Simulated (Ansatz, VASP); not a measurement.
# In3Ga6BP10: VASP beside Ansatz

```
B P Ga In
1.0
     2.77686    2.77783    5.50306
    -2.79233   -2.78886    5.51642
     8.33779   -5.55732    2.74874
B P Ga In
1 10 6 3
Direct
  0.29926 0.49804 0.39650
  0.58584 0.86499 0.60207
  0.47629 0.39631 0.80417
  0.98683 0.86845 0.80712
  0.35605 0.87270 0.02016
  0.77188 0.86843 0.18700
  0.62645 0.40174 0.39807
  0.20271 0.81649 0.39081
  0.09640 0.40176 0.57049
  0.88286 0.37330 0.99671
  0.26986 0.37815 0.22972
  0.10882 0.50150 0.79068
  0.99900 0.00140 0.00192
  0.39512 0.99599 0.21096
  0.70246 0.50359 0.59185
  0.49421 0.50045 0.01626
  0.89557 0.50046 0.20346
  0.20331 0.00207 0.59014
  0.59388 0.00345 0.81294
  0.80644 0.00229 0.39195
```

Alike in both runs: task single point; functional PBE; k mesh 4 × 4 × 3; occupations gaussian, width 0.02 eV; no spin polarisation.

|  | VASP | Ansatz |
| --- | --- | --- |
| version | VASP 6.6.1 | Ansatz 0.2.0 |
| potentials or method | VASP PAW PBE potentials, release 64 (B, P, Ga_d, In_d), cutoff 520 eV | scalar-relativistic, plane waves, PAW |
| valence electrons in the cell | 170 | 170 |

|  | VASP | Ansatz | Ansatz less VASP |
| --- | --- | --- | --- |
| gap on the k mesh at the Fermi level (eV) | 0.84 | 0.85 | +0.006 |
| least direct gap on the mesh (eV) | 0.84 | 0.85 | +0.006 |
| pressure (GPa) | 0.0 | 0.0 | +0.04 |
| rms of the force components (eV/Å) | 0.007 | 0.006 | -0.0016 |

Atom by atom the forces differ by 0.005 eV/Å (rms over components).
